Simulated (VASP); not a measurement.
Crystal: Au.

```
CELL_PARAMETERS angstrom
3.58053 0.00000 0.00000
-1.79027 3.10083 0.00000
0.00000 0.00000 11.69391
ATOMIC_POSITIONS crystal
Au 0.00000 0.00000 0.09375
Au 0.00000 0.00000 0.59375
Au 0.00000 0.00000 0.40625
Au 0.00000 0.00000 0.90625
Au 0.33333 0.66667 0.15625
Au 0.66667 0.33333 0.65625
Au 0.33333 0.66667 0.34375
Au 0.66667 0.33333 0.84375
```

| Quantity | Value |
| --- | --- |
| Program | VASP 6.6.1 |
| Task | relaxation of cell and atoms |
| Functional | PBE |
| Potentials or basis | VASP PAW PBE potentials, release 64 (Au) |
| Cutoff | 600 eV |
| k mesh | 6 × 6 × 2 |
| Occupations | gaussian, width 0.1 eV |
| Spin | no spin polarisation |

At the start: pressure 158.1 GPa; volume 16.23 Å³/atom.

Question: How do energy, volume and symmetry change on relaxing?

Answer: Over 54 steps the energy falls by 4062.6 meV/atom and the volume is 18.37 Å³/atom (+13.2 %); space group P6_3/mmc (No. 194, to 0.05 Å).

The path:
```tsv
step	energy change (eV)	largest force (eV/Å)	pressure (GPa)	volume (Å³)
1	0.0000	0.4137	158.11	129.83
3	-25.8337	0.0279	-6.81	303.80
5	-26.9010	0.3385	11.28	203.18
7	-27.8177	0.1970	0.63	231.23
9	-27.8369	0.0225	-0.13	234.15
11	-27.8382	0.0457	0.03	233.45
13	-27.8391	0.0459	0.19	232.80
15	-27.8452	0.0536	0.21	232.60
17	-27.8672	0.1376	0.10	231.56
19	-27.7179	1.9277	-2.51	224.03
21	-27.8752	0.6948	-0.78	229.26
23	-27.8763	0.7069	-0.84	229.19
25	-27.8800	0.7591	-1.06	228.87
27	-27.8872	0.8322	-1.39	228.26
29	-27.9284	0.7717	-1.68	226.72
31	-28.0964	0.6506	-3.06	219.95
33	-30.0723	1.0324	-10.89	184.74
35	-29.8559	1.8421	-9.72	181.99
37	-30.5494	2.0273	-8.76	169.15
39	-30.7520	2.1585	-7.38	163.15
41	-30.7263	2.0639	-8.12	164.26
43	-30.7719	2.0259	-8.07	163.33
45	-31.0955	1.8745	-7.45	161.03
47	-32.0828	1.2335	-3.40	152.06
49	-32.4209	0.5475	2.70	144.77
51	-32.4759	0.2684	1.79	145.36
53	-32.5004	0.0478	-0.32	147.12
54	-32.5008	0.0311	-0.17	146.97
```

Final structure:
```yaml
crystal:
  lattice:
    - [2.85073, 0.00000, 0.00000]
    - [-1.42536, 2.46880, 0.00000]
    - [0.00000, 0.00000, 20.88300]
  atoms:
    - { symbol: Au, position: [0.00000, 0.00000, 0.06564] }
    - { symbol: Au, position: [0.00000, 0.00000, 0.56564] }
    - { symbol: Au, position: [0.00000, 0.00000, 0.43436] }
    - { symbol: Au, position: [0.00000, 0.00000, 0.93436] }
    - { symbol: Au, position: [0.33333, 0.66667, 0.18455] }
    - { symbol: Au, position: [0.66667, 0.33333, 0.68455] }
    - { symbol: Au, position: [0.33333, 0.66667, 0.31545] }
    - { symbol: Au, position: [0.66667, 0.33333, 0.81545] }
```
